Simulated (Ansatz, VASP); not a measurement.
## One calculation of Cr, two programs

```
Cr
1.0
     0.00000    1.83609    1.83609
     1.83609    0.00000    1.83609
     1.83609    1.83609    0.00000
Cr
1
Direct
  0.00000 0.00000 0.00000
```

Alike in both runs: task single point; functional PBE; k mesh 17 × 17 × 17; occupations fermi-dirac, width 0.1 eV; no spin polarisation.

```csv
,VASP,Ansatz
version,VASP 6.6.1,Ansatz 0.2.0
potentials or method,"VASP PAW PBE potentials, release 64 (Cr_pv), cutoff 520 eV","plane waves (420 eV) with PAW, scalar-relativistic"
valence electrons in the cell,12,14
```

```tsv
	VASP	Ansatz	Ansatz less VASP
pressure (GPa)	-9.0	-8.6	+0.39
```

VASP's potentials hold 12 valence electrons a cell and Ansatz's 14, so a difference there can come from the potentials and not from the codes.
